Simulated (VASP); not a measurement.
Here is a VASP 6.6.1 calculation.

The input INCAR:

```
  ALGO = Normal
  EDIFF = 1E-6
  ENCUT = 500
  GGA = PE
  GGA_COMPAT = False
  ISIF = 2
  ISMEAR = 0
  LASPH = True
  LCHARG = False
  LREAL = False
  LWAVE = False
  NBANDS = 11
  NELM = 120
  PREC = Accurate
  SIGMA = 0.02
```

File KPOINTS:

```
k-points
0
Gamma
  8 8 8
```

File POSCAR:

```
AlP
1.0
    0.0000000000      2.7257948927      2.7257948927
    2.7257948927      0.0000000000      2.7257948927
    2.7257948927      2.7257948927      0.0000000000
Al P
1 1
Direct
    0.0000000000      0.0000000000      0.0000000000
    0.2500000000      0.2500000000      0.2500000000
```

Potentials or basis: VASP PAW PBE potentials, release 64 (Al, P).

Command:

```bash
$ cat potpaw_PBE.64/Al/POTCAR potpaw_PBE.64/P/POTCAR > POTCAR
$ mpirun -np 1 vasp_std > vasp.out
```

Q: What does it give for the pressure?

A: 2.6 GPa.

Q: Predict the band gap on the k mesh.

A: 1.57 eV, indirect (least direct gap 3.35 eV).

A k mesh can miss the band edges. Expect the measured gap to be larger: semilocal functionals such as PBE lack the derivative discontinuity.
